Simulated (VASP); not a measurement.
# InP (P4_2/mnm) in VASP: single point with PBE

Aim: the single point of InP with PBE.

Everything below comes from runs of VASP 6.6.1. Logs are shortened: lines on timing, memory, paths and dates and some standing lists are left out, and cuts for length are marked.

**1. The cell of the first run**

The structure is tetragonal, space group P4_2/mnm (No. 136). The conventional cell has a = 7.278 Å, b = 7.278 Å, c = 4.215 Å, α = 90.00°, β = 90.00°, γ = 90.00°. Within 3.4 Å of In (site symmetry m2m) lie 4 P at 2.56 to 2.61 Å. Within 3.4 Å of P (site symmetry m2m) lie 4 In at 2.56 to 2.61 Å.

The cell was built from a structure type or drawn by symmetry, and may not be a known phase.

**2. Single point, PBE**

INCAR

```
ALGO = Normal
EDIFF = 1E-6
ENCUT = 520
GGA = PE
ISIF = 2
ISMEAR = 0
LASPH = T
LCHARG = T
LELF = T
LREAL = F
LVHAR = T
LWAVE = F
NBANDS = 46
NELM = 100
PREC = Accurate
SIGMA = 0.02
```

KPOINTS

```
k-points
0
Gamma
  6 6 8
```

POSCAR

```
InP
1.0
    7.2775649437      0.0000000000      0.0000000000
    0.0000000000      7.2775649437      0.0000000000
    0.0000000000      0.0000000000      4.2149637164
In P
4 4
Direct
    0.6780386802      0.6780386802      0.0000000000
    0.1780386802      0.8219613198      0.5000000000
    0.8219613198      0.1780386802      0.5000000000
    0.3219613198      0.3219613198      0.0000000000
    0.8194384604      0.8194384604      0.5000000000
    0.1805615396      0.1805615396      0.5000000000
    0.6805615396      0.3194384604      0.0000000000
    0.3194384604      0.6805615396      0.0000000000
```

Potentials or basis: VASP PAW PBE potentials, release 64 (In_d, P).

Started as:

```sh
$ cat potpaw_PBE.64/In_d/POTCAR potpaw_PBE.64/P/POTCAR > POTCAR
$ mpirun -np 1 vasp_std > vasp.out
```

OUTCAR:

```text
EDIFF = 1E-6
   ENCUT = 520
   GGA = PE
   ISIF = 2
   ISMEAR = 0
   LASPH = T
   LREAL = F
   NELM = 100
   PREC = Accurate

 ion  position               nearest neighbor table
   1  0.678  0.678  0.000-   5 2.56   5 2.56   8 2.61   7 2.61   4 3.66
   2  0.178  0.822  0.500-   8 2.56   8 2.56   5 2.61   6 2.61   3 3.66
   3  0.822  0.178  0.500-   7 2.56   7 2.56   5 2.61   6 2.61   2 3.66
   4  0.322  0.322  0.000-   6 2.56   6 2.56   8 2.61   7 2.61   1 3.66
   5  0.819  0.819  0.500-   1 2.56   1 2.56   3 2.61   2 2.61
   6  0.181  0.181  0.500-   4 2.56   4 2.56   2 2.61   3 2.61
   7  0.681  0.319  0.000-   3 2.56   3 2.56   4 2.61   1 2.61
   8  0.319  0.681  0.000-   2 2.56   2 2.56   4 2.61   1 2.61

  LATTYP: Found a simple tetragonal cell.
 ALAT       =     7.2775649437
 C/A-ratio  =     0.5791722573

  Lattice vectors:

 A1 = (   7.2775649437,   0.0000000000,   0.0000000000)
 A2 = (   0.0000000000,   7.2775649437,   0.0000000000)
 A3 = (   0.0000000000,   0.0000000000,   4.2149637164)

Analysis of symmetry for initial positions (statically):
=====================================================================
 Subroutine PRICEL returns:
 Original cell was already a primitive cell.

 Routine SETGRP: Setting up the symmetry group for a
 simple tetragonal supercell.

 Subroutine GETGRP returns: Found 16 space group operations
 (whereof  8 operations were pure point group operations)
 out of a pool of 16 trial point group operations.

The static configuration has the point symmetry D_2h.
 The point group associated with its full space group is D_4h.

Analysis of symmetry for dynamics (positions and initial velocities):
=====================================================================
 Subroutine PRICEL returns:
 Original cell was already a primitive cell.

 Routine SETGRP: Setting up the symmetry group for a
 simple tetragonal supercell.

 Subroutine GETGRP returns: Found 16 space group operations
 (whereof  8 operations were pure point group operations)
 out of a pool of 16 trial point group operations.

The dynamic configuration has the point symmetry D_2h.
 The point group associated with its full space group is D_4h.

 Subroutine INISYM returns: Found 16 space group operations
 (whereof  8 operations are pure point group operations),
 and found     1 'primitive' translations

----------------------------------------------------------------------------------------

                                     Primitive cell

  volume of cell :     223.2369

  direct lattice vectors                    reciprocal lattice vectors
     7.277564944  0.000000000  0.000000000     0.137408599  0.000000000  0.000000000
     0.000000000  7.277564944  0.000000000     0.000000000  0.137408599  0.000000000
     0.000000000  0.000000000  4.214963716     0.000000000  0.000000000  0.237249966

  length of vectors
     7.277564944  7.277564944  4.214963716     0.137408599  0.137408599  0.237249966

  position of ions in fractional coordinates (direct lattice)
     0.678038680  0.678038680  0.000000000
     0.178038680  0.821961320  0.500000000
     0.821961320  0.178038680  0.500000000
     0.321961320  0.321961320  0.000000000
     0.819438460  0.819438460  0.500000000
     0.180561540  0.180561540  0.500000000
     0.680561540  0.319438460  0.000000000
     0.319438460  0.680561540  0.000000000

  ion indices of the primitive-cell ions
   primitive index   ion index
                 1           1
                 2           2
                 3           3
                 4           4
                 5           5
                 6           6
                 7           7
                 8           8

----------------------------------------------------------------------------------------

 KPOINTS: k-points

Automatic generation of k-mesh.
 Grid dimensions read from file:
 generate k-points for:    6    6    8

 Generating k-lattice:

  Cartesian coordinates                     Fractional coordinates (reciprocal lattice)
     0.022901433  0.000000000  0.000000000     0.166666667  0.000000000  0.000000000
     0.000000000  0.022901433  0.000000000     0.000000000  0.166666667  0.000000000
     0.000000000  0.000000000  0.029656246     0.000000000  0.000000000  0.125000000

  Length of vectors
     0.022901433  0.022901433  0.029656246

  Shift w.r.t. Gamma in fractional coordinates (k-lattice)
     0.000000000  0.000000000  0.000000000

 Subroutine IBZKPT returns following result:
 ===========================================

 Found     50 irreducible k-points:

 Following reciprocal coordinates:
            Coordinates               Weight
  0.000000  0.000000  0.000000      1.000000
  0.166667  0.000000  0.000000      4.000000
  0.333333  0.000000  0.000000      4.000000
  0.500000  0.000000  0.000000      2.000000
  0.166667  0.166667  0.000000      4.000000
  0.333333  0.166667  0.000000      8.000000
[... 16 lines left out ...]
  0.333333  0.000000  0.250000      8.000000
  0.500000  0.000000  0.250000      4.000000
 [... further k-points ...]
   k-points           NKPTS =     50   k-points in BZ     NKDIM =     50   number of bands    NBANDS=     46
   number of dos      NEDOS =    301   number of ions     NIONS =      8
   total plane-waves  NPLWV =  93312
   dimension x,y,z NGX =    54 NGY =   54 NGZ =   32
   dimension x,y,z NGXF=   108 NGYF=  108 NGZF=   64
   ions per type =               4   4
   NGX,Y,Z   is equivalent  to a cutoff of  12.34, 12.34, 12.62 a.u.
   NGXF,Y,Z  is equivalent  to a cutoff of  24.67, 24.67, 25.24 a.u.
 SYSTEM =  unknown system
   PREC   = accura    normal or accurate (medium, high low for compatibility)
   ISTART =      0    job   : 0-new  1-cont  2-samecut
   ICHARG =      2    charge: 1-file 2-atom 10-const
   ISPIN  =      1    spin polarized calculation?
   LNONCOLLINEAR =      F non collinear calculations
   LSORBIT =      F    spin-orbit coupling
   LASPH  =      T    aspherical Exc in radial PAW
   ENCUT  =  520.0 eV  38.22 Ry    6.18 a.u.  13.53 13.53  7.84*2*pi/ulx,y,z
   NELM   =    100;   NELMIN=  2; NELMDL= -5     # of ELM steps
   EDIFF  = 0.1E-05   stopping-criterion for ELM
   LREAL  =      F    real-space projection
   EDIFFG = 0.1E-04   stopping-criterion for IOM
   NSW    =      0    number of steps for IOM
   IBRION =     -1    ionic relax: 0-MD 1-quasi-New 2-CG
   NFREE  =      0    steps in history (QN), initial steepest desc. (CG)
   ISIF   =      2    stress and relaxation
   ISYM   =      2    0-nonsym 1-usesym 2-fastsym
   POTIM  = 0.5000    time-step for ionic-motion
   TEBEG  =    0.0;   TEEND  =   0.0 temperature during run
   PSTRESS=    0.0 pullay stress
   NELECT =      72.0000    total number of electrons
   NUPDOWN=      -1.0000    fix difference up-down
   EMIN   =  10.00;   EMAX   =-10.00  energy-range for DOS
   EFERMI =   0.00;   METHOD = LEGACY
   ISMEAR =     0;   SIGMA  =   0.02  broadening in eV -4-tet -1-fermi 0-gaus
   EFERMI_NEDOS =   21; number of points for ismear=-14 and -15
   IALGO  =     38    algorithm
   IMIX   =      4    mixing-type and parameters
     AMIX     =   0.40;   BMIX     =  1.00
     AMIX_MAG =   1.60;   BMIX_MAG =  1.00
  volume/ion in A,a.u.               =      27.90       188.31
  Fermi-wavevector in a.u.,A,eV,Ry     =   1.122700  2.121595 17.149530  1.260455
  Thomas-Fermi vector in A             =   2.259361
   LORBIT       =      0    0 simple, 1 ext, 2 COOP (PROOUT), +10 PAW based schemes
   GGA     = PE    functional components
   LHFCALC =     F    Hartree Fock is set to
   AEXX    =    0.0000 exact exchange contribution
   IVDW    =     0    specifies the selected vdW correction
   LEPSILON=     F    determine dielectric tensor
   LRPA    =     F    only Hartree local field effects (RPA)
 non-spin polarized calculation
 Gauss-broadening in eV      SIGMA  =   0.02
  energy-cutoff  :      520.00
  volume of cell :      223.24
 maximum number of plane-waves:      6048
   NGX = 27   NGY = 27   NGZ = 15

 number of electron      72.0000024 magnetization

 Free energy of the ion-electron system (eV)
  ---------------------------------------------------
  ext. energy  EPLUGINS =         0.00000000
  ---------------------------------------------------
  free energy    TOTEN  =       -33.16594634 eV

  energy without entropy =      -33.16594634  energy(sigma->0) =      -33.16594634

 E-fermi :   4.2367     XC(G=0):  -8.7451

 val. band max:        4.1299391177   @ k =   0.0000   0.0000   0.0000
 cond. band min:       4.7024776589   @ k =   0.0000   0.0000   0.0000
 fundamental gap:      0.5725385412
 Fermi energy:         4.2367278891

 k-point     1 :       0.0000    0.0000    0.0000
  band No.  band energies     occupation
      1     -10.0536      2.00000
      2     -10.0390      2.00000
      3     -10.0390      2.00000
      4      -9.9413      2.00000
      5      -9.9274      2.00000
      6      -9.9193      2.00000
[... 38 lines left out ...]
     45       8.8410      0.00000
     46       9.6397      0.00000

 k-point     2 :       0.1667    0.0000    0.0000
  band No.  band energies     occupation
      1     -10.0568      2.00000
      2     -10.0416      2.00000
      3     -10.0285      2.00000
      4      -9.9387      2.00000
      5      -9.9337      2.00000
      6      -9.9233      2.00000
[... 38 lines left out ...]
     45       9.0534      0.00000
     46       9.5883      0.00000

 k-point     3 :       0.3333    0.0000    0.0000
  band No.  band energies     occupation
      1     -10.0576      2.00000
      2     -10.0477      2.00000
      3     -10.0074      2.00000
      4      -9.9554      2.00000
      5      -9.9313      2.00000
      6      -9.9239      2.00000
[... 1018 lines left out ...]
     45       9.1914      0.00000
     46       9.5359      0.00000

 k-point    24 :       0.5000    0.0000    0.2500
  band No.  band energies     occupation
      1     -10.0680      2.00000
      2     -10.0680      2.00000
      3      -9.9908      2.00000
      4      -9.9908      2.00000
      5      -9.9130      2.00000
      6      -9.9130      2.00000
[... 38 lines left out ...]
     45       9.1097      0.00000
     46       9.1097      0.00000

 [... further k-points ...]

------------------------ aborting loop because EDIFF is reached ----------------------------------------

  FORCE on cell =-STRESS in cart. coord.  units (eV):
  Direction    XX          YY          ZZ          XY          YZ          ZX
  --------------------------------------------------------------------------------------
  -------------------------------------------------------------------------------------
  Total       -0.0550753     -0.0550753     -0.0298688      0.0000000      0.0000000      0.0000000
  in kB       -0.3952765     -0.3952765     -0.2143691      0.0000000      0.0000000      0.0000000
  external PRESSURE =      -0.3349740 kB  Pullay stress =       0.0000000 kB

 VOLUME and BASIS-vectors are now :
 -----------------------------------------------------------------------------
  energy-cutoff  :      520.00
  volume of cell :      223.24
      direct lattice vectors                 reciprocal lattice vectors
     7.277564944  0.000000000  0.000000000     0.137408599  0.000000000  0.000000000
     0.000000000  7.277564944  0.000000000     0.000000000  0.137408599  0.000000000
     0.000000000  0.000000000  4.214963716     0.000000000  0.000000000  0.237249966

 POSITION                                       TOTAL-FORCE (eV/Angst)
 -----------------------------------------------------------------------------------
      4.93447      4.93447      0.00000         0.002442      0.002442      0.000000
      1.29569      5.98188      2.10748         0.002442     -0.002442      0.000000
      5.98188      1.29569      2.10748        -0.002442      0.002442      0.000000
      2.34309      2.34309      0.00000        -0.002442     -0.002442      0.000000
      5.96352      5.96352      2.10748         0.001897      0.001897      0.000000
      1.31405      1.31405      2.10748        -0.001897     -0.001897      0.000000
      4.95283      2.32473      0.00000        -0.001897      0.001897      0.000000
      2.32473      4.95283      0.00000         0.001897     -0.001897      0.000000
 -----------------------------------------------------------------------------------
    total drift:                                0.000000      0.000000      0.000000

  FREE ENERGIE OF THE ION-ELECTRON SYSTEM (eV)
  ---------------------------------------------------
  free  energy   TOTEN  =       -33.1659463384 eV

  energy  without entropy=      -33.1659463384  energy(sigma->0) =      -33.16594634
```

Wall time 5.2 min (1 thread of Intel Xeon Platinum 8488C (Sapphire Rapids), shared host); peak memory 0.53 GiB.

What came out:

- Free energy: -33.1659 eV
- Pressure: 0.0 GPa
- Largest force: 0.003 eV/Å
- Band gap on the k mesh: 0.57 eV

Forces on the atoms (eV/Å):
```
In   0.002  0.002  0.000
In   0.002 -0.002  0.000
In  -0.002  0.002  0.000
In  -0.002 -0.002  0.000
P    0.002  0.002  0.000
P   -0.002 -0.002  0.000
P   -0.002  0.002  0.000
P    0.002 -0.002  0.000
```

Levels at points of the mesh, in eV from the valence-band top:
```tsv
k point	band 32	band 33	band 34	band 35	band 36	band 37	band 38	band 39	band 40	band 41
(0.00, 0.00, 0.00)	-0.91	-0.20	-0.06	0.00	0.00	0.57	1.68	1.81	1.81	3.56
(0.50, 0.00, 0.00)	-1.58	-0.75	-0.75	-0.50	-0.50	1.99	1.99	2.22	2.22	3.63
(0.50, 0.50, 0.00)	-1.26	-1.05	-1.05	-0.95	-0.95	2.03	2.03	2.60	2.60	3.20
(0.00, 0.00, 0.50)	-1.86	-1.67	-1.67	-1.62	-1.62	2.72	2.72	3.56	3.56	4.44
(0.50, 0.00, 0.50)	-2.21	-1.50	-1.50	-0.93	-0.93	2.18	2.18	2.76	2.76	3.75
(0.50, 0.50, 0.50)	-1.39	-1.28	-1.28	-1.28	-1.28	1.31	1.31	2.56	2.56	2.67
```

Caveat: spin-orbit coupling is left out, which moves the levels of the heavy elements.
